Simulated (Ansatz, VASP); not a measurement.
# One calculation of KF, two programs

File INCAR:

```
PREC = Accurate
ENCUT = 600
EDIFF = 1E-6
ISMEAR = 0
SIGMA = 0.01
LREAL = False
LASPH = True
NELM = 120
ALGO = Normal
ISIF = 2
LWAVE = False
LCHARG = False
GGA = PS
NBANDS = 15
GGA_COMPAT = False
```

File KPOINTS:

```
regular mesh
0
Gamma
  4 4 4
```

POSCAR

```
KF
1.0
    0.0000000000      2.6589605792      2.6589605792
    2.6589605792      0.0000000000      2.6589605792
    2.6589605792      2.6589605792      0.0000000000
K F
1 1
Direct
    0.0000000000      0.0000000000      0.0000000000
    0.5000000000      0.5000000000      0.5000000000
```

Input for Ansatz:

```yaml
crystal:
  lattice:
    - [0.0, 2.6589605792, 2.6589605792]
    - [2.6589605792, 0.0, 2.6589605792]
    - [2.6589605792, 2.6589605792, 0.0]
  atoms:
    - { symbol: K, position: [0.0, 0.0, 0.0] }
    - { symbol: F, position: [0.5, 0.5, 0.5] }
kpoints:
  mp_grid: { grid: [4, 4, 4] }
hamiltonian:
  xc: pbesol
scf:
  occupations: { method: fixed }
output:
  optics:
    e_range: [0.5, 6]
    de: 0.2
    sigma: 0.25
    scissors: 0.3
    scheme: gaussian
    bands: { spectra_wanted_up_to: 6 }
    kdotp_interpolation: "off"
```

Alike in both runs: task single point; functional PBEsol; k mesh 4 × 4 × 4; no spin polarisation.

```csv
,VASP,Ansatz
version,VASP 6.6.1,Ansatz 0.2.0
potentials or method,"VASP PAW PBE potentials, release 64 (K_sv, F)","plane waves, PAW"
plane-wave cutoff (eV),600,420
occupations,"gaussian, width 0.01 eV",fixed
valence electrons in the cell,16,16
```

```csv
,VASP,Ansatz,Ansatz less VASP
gap on the k mesh at the Fermi level (eV),6.10,6.12,+0.015
```

VASP's potentials were made for PBE, not for PBEsol.

The k mesh is coarse, so the values compare programs but aren't converged.
